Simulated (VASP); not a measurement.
# Sn (I4/mmm) in VASP: a series of runs

The runs below take Sn through single point, with PBE+D3(BJ).

Everything below comes from runs of VASP 6.6.1. Logs are shortened: lines on timing, memory, paths and dates and some standing lists are left out, and cuts for length are marked.

### 1 The cell of the first run

It takes space group I4/mmm (No. 139, tetragonal). The conventional cell has a = 4.116 Å, b = 4.116 Å, c = 3.211 Å, α = 90.00°, β = 90.00°, γ = 90.00°. Within 4.2 Å of Sn (site symmetry 4/mmm) lie 14 Sn at 3.21 to 4.12 Å.

### 2 Single point, PBE+D3(BJ)

INCAR reads:

```
SYSTEM = Sn
ALGO = Fast ; EDIFF = 1E-6
ENCUT = 520 ; GGA = PE
ISIF = 2 ; ISMEAR = 0
IVDW = 12 ; LASPH = .True.
LCHARG = .False. ; LREAL = .False.
LWAVE = .False. ; NBANDS = 13
NELM = 100 ; PREC = Accurate
SIGMA = 0.15
```

KPOINTS reads:

```
k-points
0
Gamma
  20 20 20
  0 0 0
```

POSCAR reads:

```
Sn
1.0
   -2.0582488288      2.0582488288      1.6054340865
    2.0582488288     -2.0582488288      1.6054340865
    2.0582488288      2.0582488288     -1.6054340865
Sn
1
Direct
    0.0000000000      0.0000000000      0.0000000000
```

Potentials or basis: VASP PAW PBE potentials, release 64 (Sn_d).

The run is started by

```sh
$ cat potpaw_PBE.64/Sn_d/POTCAR > POTCAR
$ mpirun -np 1 vasp_std > vasp.out
```

OUTCAR:

```text
SYSTEM = Sn
   EDIFF = 1E-6
   ENCUT = 520
   GGA = PE
   ISIF = 2
   ISMEAR = 0
   IVDW = 12
   LASPH = .True.
   LREAL = .False.
   NELM = 100
   PREC = Accurate
 IVDW          = 12

 ion  position               nearest neighbor table
   1  0.000  0.000  0.000-

  LATTYP: Found a body centered tetragonal cell.
 ALAT       =     4.1164976576
 C/A-ratio  =     0.7800000000

  Lattice vectors:

 A1 = (  -2.0582488288,   2.0582488288,   1.6054340865)
 A2 = (   2.0582488288,  -2.0582488288,   1.6054340865)
 A3 = (   2.0582488288,   2.0582488288,  -1.6054340865)

Analysis of symmetry for initial positions (statically):
=====================================================================
 Subroutine PRICEL returns:
 Original cell was already a primitive cell.

 Routine SETGRP: Setting up the symmetry group for a
 body centered tetragonal supercell.

 Subroutine GETGRP returns: Found 16 space group operations
 (whereof 16 operations were pure point group operations)
 out of a pool of 16 trial point group operations.

The static configuration has the point symmetry D_4h.

Analysis of symmetry for dynamics (positions and initial velocities):
=====================================================================
 Subroutine PRICEL returns:
 Original cell was already a primitive cell.

 Routine SETGRP: Setting up the symmetry group for a
 body centered tetragonal supercell.

 Subroutine GETGRP returns: Found 16 space group operations
 (whereof 16 operations were pure point group operations)
 out of a pool of 16 trial point group operations.

The dynamic configuration has the point symmetry D_4h.

 Subroutine INISYM returns: Found 16 space group operations
 (whereof 16 operations are pure point group operations),
 and found     1 'primitive' translations

----------------------------------------------------------------------------------------

                                     Primitive cell

  volume of cell :      27.2050

  direct lattice vectors                    reciprocal lattice vectors
    -2.058248829  2.058248829  1.605434087     0.000000000  0.242924953  0.311442247
     2.058248829 -2.058248829  1.605434087     0.242924953  0.000000000  0.311442247
     2.058248829  2.058248829 -1.605434087     0.242924953  0.242924953  0.000000000

  length of vectors
     3.324183372  3.324183372  3.324183372     0.394979501  0.394979501  0.343547763

  position of ions in fractional coordinates (direct lattice)
     0.000000000  0.000000000  0.000000000

  ion indices of the primitive-cell ions
   primitive index   ion index
                 1           1

----------------------------------------------------------------------------------------

 KPOINTS: k-points

Automatic generation of k-mesh.
 Grid dimensions read from file:
 generate k-points for:   20   20   20

 Generating k-lattice:

  Cartesian coordinates                     Fractional coordinates (reciprocal lattice)
     0.000000000  0.012146248  0.015572112     0.050000000  0.000000000 -0.000000000
     0.012146248  0.000000000  0.015572112     0.000000000  0.050000000 -0.000000000
     0.012146248  0.012146248  0.000000000     0.000000000  0.000000000  0.050000000

  Length of vectors
     0.019748975  0.019748975  0.017177388

  Shift w.r.t. Gamma in fractional coordinates (k-lattice)
     0.000000000  0.000000000  0.000000000

 Subroutine IBZKPT returns following result:
 ===========================================

 Found    641 irreducible k-points:

 Following reciprocal coordinates:
            Coordinates               Weight
  0.000000  0.000000  0.000000      1.000000
  0.050000  0.000000 -0.000000      8.000000
  0.100000 -0.000000  0.000000      8.000000
  0.150000  0.000000  0.000000      8.000000
  0.200000 -0.000000  0.000000      8.000000
  0.250000  0.000000  0.000000      8.000000
[... 16 lines left out ...]
 -0.400000  0.050000 -0.000000     16.000000
 -0.350000  0.050000  0.000000     16.000000
 [... further k-points ...]
   k-points           NKPTS =    641   k-points in BZ     NKDIM =    641   number of bands    NBANDS=     13
   number of dos      NEDOS =    301   number of ions     NIONS =      1
   total plane-waves  NPLWV =  21952
   dimension x,y,z NGX =    28 NGY =   28 NGZ =   28
   dimension x,y,z NGXF=    56 NGYF=   56 NGZF=   56
   ions per type =               1
   NGX,Y,Z   is equivalent  to a cutoff of  14.00, 14.00, 14.00 a.u.
   NGXF,Y,Z  is equivalent  to a cutoff of  28.01, 28.01, 28.01 a.u.
 SYSTEM =  Sn
   PREC   = accura    normal or accurate (medium, high low for compatibility)
   ISTART =      0    job   : 0-new  1-cont  2-samecut
   ICHARG =      2    charge: 1-file 2-atom 10-const
   ISPIN  =      1    spin polarized calculation?
   LNONCOLLINEAR =      F non collinear calculations
   LSORBIT =      F    spin-orbit coupling
   LASPH  =      T    aspherical Exc in radial PAW
   ENCUT  =  520.0 eV  38.22 Ry    6.18 a.u.   6.18  6.18  6.18*2*pi/ulx,y,z
   NELM   =    100;   NELMIN=  2; NELMDL= -5     # of ELM steps
   EDIFF  = 0.1E-05   stopping-criterion for ELM
   LREAL  =      F    real-space projection
   EDIFFG = 0.1E-04   stopping-criterion for IOM
   NSW    =      0    number of steps for IOM
   IBRION =     -1    ionic relax: 0-MD 1-quasi-New 2-CG
   NFREE  =      0    steps in history (QN), initial steepest desc. (CG)
   ISIF   =      2    stress and relaxation
   ISYM   =      2    0-nonsym 1-usesym 2-fastsym
   POTIM  = 0.5000    time-step for ionic-motion
   TEBEG  =    0.0;   TEEND  =   0.0 temperature during run
   PSTRESS=    0.0 pullay stress
   NELECT =      14.0000    total number of electrons
   NUPDOWN=      -1.0000    fix difference up-down
   EMIN   =  10.00;   EMAX   =-10.00  energy-range for DOS
   EFERMI =   0.00;   METHOD = LEGACY
   ISMEAR =     0;   SIGMA  =   0.15  broadening in eV -4-tet -1-fermi 0-gaus
   EFERMI_NEDOS =   21; number of points for ismear=-14 and -15
   IALGO  =     68    algorithm
   IMIX   =      4    mixing-type and parameters
     AMIX     =   0.40;   BMIX     =  1.00
     AMIX_MAG =   1.60;   BMIX_MAG =  1.00
  volume/ion in A,a.u.               =      27.20       183.59
  Fermi-wavevector in a.u.,A,eV,Ry     =   1.311902  2.479136 23.416813  1.721087
  Thomas-Fermi vector in A             =   2.442332
   LORBIT       =      0    0 simple, 1 ext, 2 COOP (PROOUT), +10 PAW based schemes
   GGA     = PE    functional components
   LHFCALC =     F    Hartree Fock is set to
   AEXX    =    0.0000 exact exchange contribution
   IVDW    =    12    specifies the selected vdW correction
   LEPSILON=     F    determine dielectric tensor
   LRPA    =     F    only Hartree local field effects (RPA)
 non-spin polarized calculation
 RMM-DIIS sequential band-by-band and
 Gauss-broadening in eV      SIGMA  =   0.15
  energy-cutoff  :      520.00
  volume of cell :       27.20
 maximum number of plane-waves:       750
 NGX is ok and might be reduce to    28
   NGX = 13   NGY = 13   NGZ = 13

 number of electron      14.0000002 magnetization

 Free energy of the ion-electron system (eV)
  ---------------------------------------------------
  ext. energy  EPLUGINS =         0.00000000
  ---------------------------------------------------
  free energy    TOTEN  =        -3.77299040 eV

  energy without entropy =       -3.76755766  energy(sigma->0) =       -3.77027403

 E-fermi :   8.1012     XC(G=0): -10.3442

 val. band max:        8.0875319095   @ k =  -0.4500   0.5000   0.3500
 cond. band min:       8.1093957793   @ k =  -0.2000  -0.4000   0.0500
 fundamental gap:      0.0218638698
 Fermi energy:         8.1012056358

 k-point     1 :       0.0000    0.0000    0.0000
  band No.  band energies     occupation
      1     -13.5237      2.00000
      2     -13.4721      2.00000
      3     -13.4187      2.00000
      4     -13.4187      2.00000
      5     -13.3242      2.00000
      6      -3.0525      2.00000
      7      14.3988      0.00000
      8      14.3988      0.00000
      9      17.8003      0.00000
     10      17.9792      0.00000
     11      18.8628      0.00000
     12      21.0217      0.00000
     13      21.0217      0.00000

 k-point     2 :       0.0500    0.0000   -0.0000
  band No.  band energies     occupation
      1     -13.5206      2.00000
      2     -13.4677      2.00000
      3     -13.4191      2.00000
      4     -13.4189      2.00000
      5     -13.3255      2.00000
      6      -2.9914      2.00000
      7      14.2082      0.00000
      8      14.2587      0.00000
      9      17.4805      0.00000
     10      18.0565      0.00000
     11      19.1244      0.00000
     12      20.4517      0.00000
     13      20.5220      0.00000

 k-point     3 :       0.1000   -0.0000    0.0000
  band No.  band energies     occupation
      1     -13.5130      2.00000
      2     -13.4557      2.00000
      3     -13.4197      2.00000
      4     -13.4183      2.00000
      5     -13.3294      2.00000
      6      -2.8076      2.00000
      7      13.7620      0.00000
      8      13.8912      0.00000
      9      16.2484      0.00000
     10      18.6040      0.00000
     11      19.3434      0.00000
     12      19.7501      0.00000
     13      19.9709      0.00000
[... 305 lines left out ...]
 k-point    23 :      -0.4000    0.0500   -0.0000
  band No.  band energies     occupation
      1     -13.5255      2.00000
      2     -13.4656      2.00000
      3     -13.3620      2.00000
      4     -13.3140      2.00000
      5     -13.3057      2.00000
      6       0.3120      2.00000
      7       6.9671      2.00000
      8      10.8264      0.00000
      9      12.2693      0.00000
     10      15.6225      0.00000
     11      16.6650      0.00000
     12      21.8764      0.00000
     13      24.3527      0.00000

 k-point    24 :      -0.3500    0.0500    0.0000
  band No.  band energies     occupation
      1     -13.5165      2.00000
      2     -13.4571      2.00000
      3     -13.3584      2.00000
      4     -13.3407      2.00000
      5     -13.3286      2.00000
      6      -0.5243      2.00000
      7       8.4977      0.00019
      8      11.0311      0.00000
      9      12.5479      0.00000
     10      16.0199      0.00000
     11      17.1983      0.00000
     12      21.9812      0.00000
     13      24.0380      0.00000

 [... further k-points ...]

------------------------ aborting loop because EDIFF is reached ----------------------------------------

 Edisp (eV)   -0.38540

 E8    (eV) :    -0.1853

  FORCE on cell =-STRESS in cart. coord.  units (eV):
  Direction    XX          YY          ZZ          XY          YZ          ZX
  --------------------------------------------------------------------------------------
  -------------------------------------------------------------------------------------
  Total      -0.25742    -0.25742     0.26627     0.00000     0.00000     0.00000
  in kB     -15.16006   -15.16006    15.68112     0.00000     0.00000     0.00000
  external pressure =       -4.88 kB  Pullay stress =        0.00 kB

 VOLUME and BASIS-vectors are now :
 -----------------------------------------------------------------------------
  energy-cutoff  :      520.00
  volume of cell :       27.20
      direct lattice vectors                 reciprocal lattice vectors
    -2.058248829  2.058248829  1.605434087     0.000000000  0.242924953  0.311442247
     2.058248829 -2.058248829  1.605434087     0.242924953  0.000000000  0.311442247
     2.058248829  2.058248829 -1.605434087     0.242924953  0.242924953  0.000000000

 POSITION                                       TOTAL-FORCE (eV/Angst)
 -----------------------------------------------------------------------------------
      0.00000      0.00000      0.00000        -0.000000      0.000000      0.000000
 -----------------------------------------------------------------------------------
    total drift:                               -0.000000     -0.000000     -0.000000

  FREE ENERGIE OF THE ION-ELECTRON SYSTEM (eV)
  ---------------------------------------------------
  free  energy   TOTEN  =        -4.1583876161 eV

  energy  without entropy=       -4.1529548760  energy(sigma->0) =       -4.15567125
```

Wall time 5.9 min (1 thread of Intel Xeon 8259CL, shared host); peak memory 0.34 GiB.

What came out:

* Free energy: -4.1584 eV
* Pressure: -0.5 GPa
* Band gap on the k mesh: zero (bands 7 and 8 overlap by 8.35 eV)
* Dispersion energy per atom: -0.385 eV

Stress tensor (GPa, compression positive):
```
-1.52  0.00  0.00
 0.00 -1.52  0.00
 0.00  0.00  1.57
```

Caveat: spin-orbit coupling is left out, which moves the levels of the heavy elements.

(Continued in part 2 of 2.)
